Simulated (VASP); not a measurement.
# GaN in VASP: single point with r2SCAN

Aim: the single point of GaN with r2SCAN.

Program: VASP 6.6.1. These are calculated values, not measurements. Logs are shortened: lines on timing, memory, paths and dates and some standing lists are left out, and cuts for length are marked.

## 1. The cell of the first run

The typed cell holds 4 atoms: a = 3.122 Å, b = 3.122 Å, c = 5.085 Å, α = 90.00°, β = 90.00°, γ = 120.00°.

## 2. Single point, r2SCAN

POSCAR reads:

```
GaN
1.0
    3.1215510000      0.0000000000      0.0000000000
   -1.5607760000      2.7033470000      0.0000000000
    0.0000000000      0.0000000000      5.0851720000
Ga N
2 2
Direct
    0.6667000000      0.3333000000      0.0000000000
    0.3334000000      0.6667000000      0.5000000000
    0.6667000000      0.3333000000      0.3770000000
    0.3334000000      0.6667000000      0.8770000000
```

INCAR.step1 reads:

```
SYSTEM = GaN
PREC     = Accurate       ! precision mode
ENCUT    = 520            ! plane-wave cutoff, eV
ISMEAR   = -5             ! smearing method
SIGMA    = 0.1            ! smearing width, eV
LREAL    = .FALSE.        ! projectors in reciprocal space
LASPH    = .TRUE.         ! aspherical terms in the spheres
NELM     = 100            ! most SCF steps
NBANDS   = 26             ! bands
GGA      = PE             ! functional
ALGO     = Normal         ! electronic algorithm
EDIFF    = 1E-4           ! SCF threshold, eV
LWAVE    = .TRUE.         ! write WAVECAR
LCHARG   = .FALSE.        ! write CHGCAR
```

INCAR.step2 reads:

```
SYSTEM = GaN
PREC     = Accurate       ! precision mode
ENCUT    = 520            ! plane-wave cutoff, eV
EDIFF    = 1E-6           ! SCF threshold, eV
ISMEAR   = -5             ! smearing method
SIGMA    = 0.1            ! smearing width, eV
LREAL    = .FALSE.        ! projectors in reciprocal space
LASPH    = .TRUE.         ! aspherical terms in the spheres
NELM     = 100            ! most SCF steps
ALGO     = Normal         ! electronic algorithm
ISIF     = 2              ! what is computed and relaxed
LWAVE    = .FALSE.        ! write WAVECAR
LCHARG   = .FALSE.        ! write CHGCAR
METAGGA  = R2SCAN         ! meta-GGA
LMIXTAU  = .TRUE.       
NBANDS   = 26             ! bands
ISTART   = 1
```

KPOINTS reads:

```
regular mesh
0
G
  9 9 5
  0 0 0
```

Potentials or basis: VASP PAW PBE potentials, release 64 (Ga_d, N).

The run is started by

```console
cat potpaw_PBE.64/Ga_d/POTCAR potpaw_PBE.64/N/POTCAR > POTCAR
cp INCAR.step1 INCAR
mpirun -np 1 vasp_std > vasp.out
cp INCAR.step2 INCAR
mpirun -np 1 vasp_std > vasp.out
```

OUTCAR:

```text
SYSTEM = GaN
   PREC = Accurate
   ENCUT = 520
   EDIFF = 1E-6
   ISMEAR = -5
   LREAL = .FALSE.
   LASPH = .TRUE.
   NELM = 100
   ISIF = 2
   METAGGA = R2SCAN
   ISTART = 1

 ion  position               nearest neighbor table
   1  0.667  0.333  0.000-   4 1.91   4 1.91   4 1.91   3 1.92
   2  0.333  0.667  0.500-   3 1.91   3 1.91   3 1.91   4 1.92
   3  0.667  0.333  0.377-   2 1.91   2 1.91   2 1.91   1 1.92
   4  0.333  0.667  0.877-   1 1.91   1 1.91   1 1.91   2 1.92

  LATTYP: Found a hexagonal cell.
 ALAT       =     3.1215510000
 C/A-ratio  =     1.6290529932

  Lattice vectors:

 A1 = (   3.1215510000,   0.0000000000,   0.0000000000)
 A2 = (  -1.5607760000,   2.7033470000,   0.0000000000)
 A3 = (   0.0000000000,   0.0000000000,   5.0851720000)

Analysis of symmetry for initial positions (statically):
=====================================================================
 Subroutine PRICEL returns:
 Original cell was already a primitive cell.

 Routine SETGRP: Setting up the symmetry group for a
 hexagonal supercell.

 Subroutine GETGRP returns: Found  4 space group operations
 (whereof  1 operations were pure point group operations)
 out of a pool of 24 trial point group operations.

The static configuration has the point symmetry C_1 .
 The point group associated with its full space group is C_2v.

Analysis of symmetry for dynamics (positions and initial velocities):
=====================================================================
 Subroutine PRICEL returns:
 Original cell was already a primitive cell.

 Routine SETGRP: Setting up the symmetry group for a
 hexagonal supercell.

 Subroutine GETGRP returns: Found  4 space group operations
 (whereof  1 operations were pure point group operations)
 out of a pool of 24 trial point group operations.

The dynamic configuration has the point symmetry C_1 .
 The point group associated with its full space group is C_2v.

 Subroutine INISYM returns: Found  4 space group operations
 (whereof  1 operations are pure point group operations),
 and found     1 'primitive' translations

----------------------------------------------------------------------------------------

                                     Primitive cell

  volume of cell :      42.9119

  direct lattice vectors                    reciprocal lattice vectors
     3.121551000  0.000000000  0.000000000     0.320353568  0.184955968  0.000000000
    -1.560776000  2.703347000  0.000000000     0.000000000  0.369911817  0.000000000
     0.000000000  0.000000000  5.085172000     0.000000000  0.000000000  0.196650182

  length of vectors
     3.121551000  3.121555177  5.085172000     0.369912312  0.369911817  0.196650182

  position of ions in fractional coordinates (direct lattice)
     0.666700000  0.333300000  0.000000000
     0.333400000  0.666700000  0.500000000
     0.666700000  0.333300000  0.377000000
     0.333400000  0.666700000  0.877000000

  ion indices of the primitive-cell ions
   primitive index   ion index
                 1           1
                 2           2
                 3           3
                 4           4

----------------------------------------------------------------------------------------

 KPOINTS: regular mesh

Automatic generation of k-mesh.
 Grid dimensions read from file:
 generate k-points for:    9    9    5

 Generating k-lattice:

  Cartesian coordinates                     Fractional coordinates (reciprocal lattice)
     0.035594841  0.020550663  0.000000000     0.111111111  0.000000000  0.000000000
     0.000000000  0.041101313  0.000000000     0.000000000  0.111111111  0.000000000
     0.000000000  0.000000000  0.039330036     0.000000000  0.000000000  0.200000000

  Length of vectors
     0.041101368  0.041101313  0.039330036

  Shift w.r.t. Gamma in fractional coordinates (k-lattice)
     0.000000000  0.000000000  0.000000000

 TETIRR: Found    947 inequivalent tetrahedra from     2430

 Subroutine IBZKPT returns following result:
 ===========================================

 Found     75 irreducible k-points:

 Following reciprocal coordinates:
            Coordinates               Weight
  0.000000  0.000000  0.000000      1.000000
  0.111111 -0.000000  0.000000      4.000000
  0.000000  0.111111  0.000000      2.000000
  0.222222 -0.000000  0.000000      4.000000
  0.000000  0.222222  0.000000      2.000000
  0.333333  0.000000  0.000000      4.000000
[... 16 lines left out ...]
 -0.222222 -0.444444  0.000000      4.000000
  0.444444  0.333333  0.000000      4.000000
 [... further k-points ...]
   k-points           NKPTS =     75   k-points in BZ     NKDIM =     75   number of bands    NBANDS=     26
   number of dos      NEDOS =    301   number of ions     NIONS =      4
   total plane-waves  NPLWV =  23040
   dimension x,y,z NGX =    24 NGY =   24 NGZ =   40
   dimension x,y,z NGXF=    48 NGYF=   48 NGZF=   80
   ions per type =               2   2
   NGX,Y,Z   is equivalent  to a cutoff of  12.78, 12.78, 13.08 a.u.
   NGXF,Y,Z  is equivalent  to a cutoff of  25.56, 25.56, 26.15 a.u.
 SYSTEM =  GaN
   PREC   = accura    normal or accurate (medium, high low for compatibility)
   ISTART =      1    job   : 0-new  1-cont  2-samecut
   ICHARG =      0    charge: 1-file 2-atom 10-const
   ISPIN  =      1    spin polarized calculation?
   LNONCOLLINEAR =      F non collinear calculations
   LSORBIT =      F    spin-orbit coupling
   LASPH  =      T    aspherical Exc in radial PAW
   ENCUT  =  520.0 eV  38.22 Ry    6.18 a.u.   5.80  5.80  9.46*2*pi/ulx,y,z
   NELM   =    100;   NELMIN=  2; NELMDL=  0     # of ELM steps
   EDIFF  = 0.1E-05   stopping-criterion for ELM
   LREAL  =      F    real-space projection
   EDIFFG = 0.1E-04   stopping-criterion for IOM
   NSW    =      0    number of steps for IOM
   IBRION =     -1    ionic relax: 0-MD 1-quasi-New 2-CG
   NFREE  =      0    steps in history (QN), initial steepest desc. (CG)
   ISIF   =      2    stress and relaxation
   ISYM   =      2    0-nonsym 1-usesym 2-fastsym
   POTIM  = 0.5000    time-step for ionic-motion
   TEBEG  =    0.0;   TEEND  =   0.0 temperature during run
   PSTRESS=    0.0 pullay stress
   NELECT =      36.0000    total number of electrons
   NUPDOWN=      -1.0000    fix difference up-down
   EMIN   =  10.00;   EMAX   =-10.00  energy-range for DOS
   EFERMI =   0.00;   METHOD = LEGACY
   ISMEAR =    -5;   SIGMA  =   0.10  broadening in eV -4-tet -1-fermi 0-gaus
   EFERMI_NEDOS =   21; number of points for ismear=-14 and -15
   IALGO  =     38    algorithm
   IMIX   =      4    mixing-type and parameters
     AMIX     =   0.40;   BMIX     =  1.00
     AMIX_MAG =   1.60;   BMIX_MAG =  1.00
  volume/ion in A,a.u.               =      10.73        72.40
  Fermi-wavevector in a.u.,A,eV,Ry     =   1.544009  2.917753 32.435778  2.383962
  Thomas-Fermi vector in A             =   2.649590
   LORBIT       =      0    0 simple, 1 ext, 2 COOP (PROOUT), +10 PAW based schemes
   METAGGA = R2SCAN    functional components
   LHFCALC =     F    Hartree Fock is set to
   AEXX    =    0.0000 exact exchange contribution
   IVDW    =     0    specifies the selected vdW correction
   LEPSILON=     F    determine dielectric tensor
   LRPA    =     F    only Hartree local field effects (RPA)
 non-spin polarized calculation
 Fermi weights with tetrahedron method with Bloechl corrections
  energy-cutoff  :      520.00
  volume of cell :       42.91
 maximum number of plane-waves:      1167
   NGX = 11   NGY = 11   NGZ = 19

 number of electron      36.0000031 magnetization

 Free energy of the ion-electron system (eV)
  ---------------------------------------------------
  ext. energy  EPLUGINS =         0.00000000
  ---------------------------------------------------
  free energy    TOTEN  =       -43.70024466 eV

  energy without entropy =      -43.70024466  energy(sigma->0) =      -43.70024466

 E-fermi :   5.8124     XC(G=0): -13.0119

 val. band max:        5.7579719787   @ k =   0.0000   0.0000   0.0000
 cond. band min:       8.5055618874   @ k =   0.0000   0.0000   0.0000
 fundamental gap:      2.7475899088
 Fermi energy:         5.8123940969

 k-point     1 :       0.0000    0.0000    0.0000
  band No.  band energies     occupation
      1     -11.5799      2.00000
      2     -10.3965      2.00000
      3      -8.1271      2.00000
      4      -8.1105      2.00000
      5      -8.1104      2.00000
      6      -8.0291      2.00000
[... 18 lines left out ...]
     25      18.6994      0.00000
     26      18.7016      0.00000

 k-point     2 :       0.1111   -0.0000    0.0000
  band No.  band energies     occupation
      1     -11.4448      2.00000
      2     -10.3538      2.00000
      3      -8.1135      2.00000
      4      -8.0889      2.00000
      5      -8.0715      2.00000
      6      -8.0112      2.00000
[... 18 lines left out ...]
     25      18.2303      0.00000
     26      19.0003      0.00000

 k-point     3 :       0.0000    0.1111    0.0000
  band No.  band energies     occupation
      1     -11.4448      2.00000
      2     -10.3538      2.00000
      3      -8.1135      2.00000
      4      -8.0888      2.00000
      5      -8.0716      2.00000
      6      -8.0112      2.00000
[... 18 lines left out ...]
     25      18.2315      0.00000
     26      18.9989      0.00000

 k-point     4 :       0.2222   -0.0000    0.0000
  band No.  band energies     occupation
      1     -11.0949      2.00000
      2     -10.2594      2.00000
      3      -8.0694      2.00000
      4      -8.0441      2.00000
      5      -7.9777      2.00000
      6      -7.9238      2.00000
[... 18 lines left out ...]
     25      18.3490      0.00000
     26      19.6136      0.00000
[... 496 lines left out ...]
      1     -10.3295      2.00000
      2     -10.1591      2.00000
      3      -8.0834      2.00000
      4      -7.9283      2.00000
      5      -7.8268      2.00000
      6      -7.8237      2.00000
[... 18 lines left out ...]
     25      18.9447      0.00000
     26      20.4356      0.00000

 k-point    23 :      -0.2222   -0.4444    0.0000
  band No.  band energies     occupation
      1     -10.3294      2.00000
      2     -10.1591      2.00000
      3      -8.0834      2.00000
      4      -7.9282      2.00000
      5      -7.8269      2.00000
      6      -7.8237      2.00000
[... 18 lines left out ...]
     25      18.9443      0.00000
     26      20.4360      0.00000

 k-point    24 :       0.4444    0.3333    0.0000
  band No.  band energies     occupation
      1     -10.3295      2.00000
      2     -10.1591      2.00000
      3      -8.0834      2.00000
      4      -7.9283      2.00000
      5      -7.8268      2.00000
      6      -7.8237      2.00000
[... 18 lines left out ...]
     25      18.9434      0.00000
     26      20.4374      0.00000

 [... further k-points ...]

------------------------ aborting loop because EDIFF is reached ----------------------------------------

  FORCE on cell =-STRESS in cart. coord.  units (eV):
  Direction    XX          YY          ZZ          XY          YZ          ZX
  --------------------------------------------------------------------------------------
  -------------------------------------------------------------------------------------
  Total        3.8761567      3.8853908      3.7248649     -0.0000007      0.0000000      0.0000000
  in kB      144.7218241    145.0665930    139.0731291     -0.0000268      0.0000000      0.0000000
  external PRESSURE =     142.9538488 kB  Pullay stress =       0.0000000 kB

 VOLUME and BASIS-vectors are now :
 -----------------------------------------------------------------------------
  energy-cutoff  :      520.00
  volume of cell :       42.91
      direct lattice vectors                 reciprocal lattice vectors
     3.121551000  0.000000000  0.000000000     0.320353568  0.184955968  0.000000000
    -1.560776000  2.703347000  0.000000000     0.000000000  0.369911817  0.000000000
     0.000000000  0.000000000  5.085172000     0.000000000  0.000000000  0.196650182

 POSITION                                       TOTAL-FORCE (eV/Angst)
 -----------------------------------------------------------------------------------
      1.56093      0.90103      0.00000        -0.000000      0.002832      0.034147
      0.00016      1.80232      2.54259         0.000000     -0.002832      0.034147
      1.56093      0.90103      1.91711        -0.000000      0.002932     -0.034147
      0.00016      1.80232      4.45970         0.000000     -0.002932     -0.034147
 -----------------------------------------------------------------------------------
    total drift:                               -0.000011      0.000003      0.011324

  FREE ENERGIE OF THE ION-ELECTRON SYSTEM (eV)
  ---------------------------------------------------
  free  energy   TOTEN  =       -43.7002446645 eV

  energy  without entropy=      -43.7002446645  energy(sigma->0) =      -43.70024466
```

Wall time 3.6 min (1 thread of Intel Xeon 8259CL, shared host); peak memory 0.22 GiB.

What came out:

* Free energy: -43.7002 eV
* Pressure: 14.3 GPa
* Largest force: 0.034 eV/Å
* Band gap on the k mesh: 2.75 eV

Forces on the atoms (eV/Å):
```
Ga   0.000  0.003  0.034
Ga   0.000 -0.003  0.034
N    0.000  0.003 -0.034
N    0.000 -0.003 -0.034
```

Caveat: the cell stands under pressure; the PAW data sets were made with another functional, which shifts forces and pressure a little. r2SCAN opens gaps a little over a GGA but as a rule still falls short of measured ones.
